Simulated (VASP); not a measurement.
Write the native input for VASP 6.6.1 that does the following.

```
Task                   : single point
Functional             : PBE
Potentials or basis    : VASP PAW PBE potentials, release 64 (Na_pv, Al, O)
Cutoff                 : 520 eV
k mesh                 : 4 × 4 × 5
Occupations            : gaussian, width 0.2 eV
Spin                   : no spin polarisation
Dipole correction      : no
Further INCAR settings : ALGO = Normal; EDIFF = 1e-06; NBANDS = 24
```

The structure of NaAl2O3 lies in POSCAR:

```
NaAl2O3
1.0
    5.9045712180     -0.0000000034      0.0000000000
   -2.9522856061      5.1135086749      0.0000000000
    0.0000000000      0.0000000000      4.0272004016
Na Al O
1 2 3
Direct
    0.0000000000      0.0000000000      0.5000000000
    0.3333333333      0.6666666667      0.5000000000
    0.6666666667      0.3333333333      0.5000000000
    0.5000000000      0.0000000000      0.5000000000
    0.0000000000      0.5000000000      0.5000000000
    0.5000000000      0.5000000000      0.5000000000
```

The cell was generated, and may not be a known phase.

The input as run:

INCAR

```
SYSTEM = NaAl2O3
PREC = Accurate
ENCUT = 520
EDIFF = 1E-6
ISMEAR = 0
SIGMA = 0.2
LREAL = .False.
LASPH = .True.
NELM = 60
ALGO = Normal
ISIF = 2
LWAVE = .False.
LCHARG = .True.
GGA = PE
LELF = .True.
LVHAR = .True.
NBANDS = 24
```

KPOINTS

```
regular mesh
0
Gamma
  4 4 5
  0 0 0
```

Potentials or basis: VASP PAW PBE potentials, release 64 (Na_pv, Al, O).

Run with:

```console
$ cat potpaw_PBE.64/Na_pv/POTCAR potpaw_PBE.64/Al/POTCAR potpaw_PBE.64/O/POTCAR > POTCAR
$ mpirun -np 1 vasp_std > vasp.out
```

Results of the run:

```json
{"Pressure": "0.1 GPa", "Band gap on the k mesh": "zero (an odd number of electrons rules out a gap without spin polarisation)"}
```

Caveat: an odd number of electrons without spin polarisation forces a metal; a magnetic or distorted state may lie lower.

Run time: 24 s on 1 thread of AMD EPYC 9R45 (Zen 5), with other jobs on the host, peak memory 0.22 GiB.
